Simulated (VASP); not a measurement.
Runs of VASP 6.6.1 on Ba. The structure is that of space group I4/mmm (No. 139), or close to it. The cells are those of the table. 

```tsv
cell	further INCAR settings	gap on the mesh (eV)	pressure (GPa)
a = 4.225 Å, angles 111.6, 111.6, 105.3°, 1 atom	ALGO = Fast; EDIFF = 1e-06; NBANDS = 11	none	0.1
a = 4.263 Å, angles 112.3, 112.3, 104.0°, 1 atom	ALGO = Fast; EDIFF = 1e-06; NBANDS = 11	none	-0.1
a = 4.259 Å, angles 108.1, 108.1, 112.2°, 1 atom	ALGO = Fast; EDIFF = 1e-07; NBANDS = 11	none	-0.1
a = 4.187 Å, angles 110.9, 110.9, 106.7°, 1 atom	ALGO = Fast; EDIFF = 1e-06; NBANDS = 11	none	(a)
```

Alike in all rows: task single point; level PBEsol; potentials or basis VASP PAW PBE potentials, release 64 (Ba_sv); no spin polarisation; k mesh 14 × 14 × 14; cutoff (eV) 520; smearing gaussian 0.15 eV.

Estimate the missing entries.

(a) 0.4.

Caveats: the PAW data sets were made with another functional, which shifts forces and pressure a little; spin-orbit coupling is left out, which moves the levels of the heavy elements.

A k mesh can miss the band edges, and the runs leave out spin-orbit coupling on Ba.

A gap of «none» marks levels without a gap at the run's occupations.
